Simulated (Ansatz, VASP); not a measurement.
**CsI: VASP beside Ansatz**

The input INCAR:

```
SYSTEM = CsI
PREC = Accurate ; ENCUT = 500
EDIFF = 1E-6 ; ISMEAR = 0
SIGMA = 0.05 ; LREAL = .False.
LASPH = .True. ; NELM = 120
ALGO = Normal ; ISIF = 2
LWAVE = .False. ; LCHARG = .False.
GGA = PE ; NBANDS = 15
GGA_COMPAT = .False.
```

File KPOINTS:

```
Automatic mesh
0
Gamma
  8 8 8
  0 0 0
```

File POSCAR:

```
CsI
1.0
    4.6963651419      0.0000000000      0.0000000000
    0.0000000000      4.6963651419      0.0000000000
    0.0000000000      0.0000000000      4.6963651419
Cs I
1 1
Direct
    0.0000000000      0.0000000000      0.0000000000
    0.5000000000      0.5000000000      0.5000000000
```

Input for Ansatz:

```yaml
crystal:
  lattice:
    - [4.6963651419, 0.0, 0.0]
    - [0.0, 4.6963651419, 0.0]
    - [0.0, 0.0, 4.6963651419]
  atoms:
    - { symbol: Cs, position: [0.0, 0.0, 0.0] }
    - { symbol: I, position: [0.5, 0.5, 0.5] }
basis:
  ecutwfc: 420
  ecutrho_ratio: 4
kpoints:
  mp_grid: { grid: [8, 8, 8] }
hamiltonian:
  xc: pbe
scf:
  occupations: { method: gaussian, width: 0.05 }
output:
  forces: true
  stress: true
  eigenvalues: true
```

Alike in both runs: task single point; functional PBE; k mesh 8 × 8 × 8; occupations gaussian, width 0.05 eV; no spin polarisation.

|  | VASP | Ansatz |
| --- | --- | --- |
| version | VASP 6.6.1 | Ansatz 0.2.0 |
| potentials or method | VASP PAW PBE potentials, release 64 (Cs_sv, I), cutoff 500 eV | scalar-relativistic, plane waves, PAW |
| valence electrons in the cell | 16 | 26 |

Ansatz gave:

| Property | Result |
| --- | --- |
| gap on the k mesh at the Fermi level (eV) | 3.63 |
| least direct gap on the mesh (eV) | 3.73 |
| pressure (GPa) | -0.2 |

Q: What did VASP give for the same quantities?

A: gap on the k mesh at the Fermi level (eV): 3.62; least direct gap on the mesh (eV): 3.72; pressure (GPa): -0.2.

VASP's potentials hold 16 valence electrons a cell and Ansatz's 26, so a difference there can come from the potentials and not from the codes.

Spin-orbit coupling is off throughout.
